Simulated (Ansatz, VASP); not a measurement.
**Two plane-wave programs on Cu**

INCAR

```
PREC = Accurate
ENCUT = 520
EDIFF = 1E-6
ISMEAR = 0
SIGMA = 0.15
LREAL = False
LASPH = True
NELM = 100
ALGO = Fast
ISIF = 2
LWAVE = False
LCHARG = False
GGA = CA
NBANDS = 18
```

File KPOINTS:

```
regular mesh
0
Gamma
  20 20 12
```

POSCAR

```
Cu
1.0
   -1.4273957350      1.4273957350      1.3410790631
    1.4273957350     -1.4273957350      1.3410790631
    2.8547914700      2.8547914700      0.0000000000
Cu
2
Direct
    0.0382335872     -0.0653013426      0.0000000000
    0.4617664128      0.5653013426      0.5000000000
```

Input for Ansatz:

```yaml
crystal:
  lattice:
    - [-1.427395735, 1.427395735, 1.3410790631]
    - [1.427395735, -1.427395735, 1.3410790631]
    - [2.85479147, 2.85479147, 0.0]
  atoms:
    - { symbol: Cu, position: [0.0382335872, -0.0653013426, 0.0] }
    - { symbol: Cu, position: [0.4617664128, 0.5653013426, 0.5] }
basis:
  ecutwfc: 520.0
kpoints:
  mp_grid: { grid: [20, 20, 12] }
hamiltonian:
  xc: lda
  pseudopotentials: { kind: paw, azcp: { folder: soft_1 } }
scf:
  occupations: { method: gaussian, width: 0.15 }
output:
  forces: true
  stress: true
  eigenvalues: true
```

Change from the starting cell: mode 1 frozen in at -0.209 Å and mode 5 at -0.036 Å (largest displacements).

Alike in both runs: task single point; functional LDA; k mesh 20 × 20 × 12; occupations gaussian, width 0.15 eV; no spin polarisation.

```csv
,VASP,Ansatz
version,VASP 6.6.1,Ansatz 0.2.0
potentials or method,"VASP PAW LDA potentials, release 64 (Cu), cutoff 520 eV","scalar-relativistic, plane waves, PAW"
valence electrons in the cell,22,38
```

```tsv
	VASP	Ansatz	Ansatz less VASP
gap on the k mesh at the Fermi level (eV)	none	none	-
pressure (GPa)	1.7	0.2	-1.49
traceless stress, the component that is largest in VASP (GPa)	-2.73	-2.75	-0.016
rms of the force components (eV/Å)	0.112	0.112	-0.0006
```

Ansatz warns that its potentials were made for another functional, while VASP's fit it. LDA's correlation is that of Perdew and Zunger in VASP and of Perdew and Wang (1992) in Ansatz. Atom by atom the forces differ by 0.001 eV/Å (rms over components). A gap of «none» marks a metal or a gap that the smearing closes. VASP's potentials hold 22 valence electrons a cell and Ansatz's 38, so a difference there can come from the potentials and not from the codes.
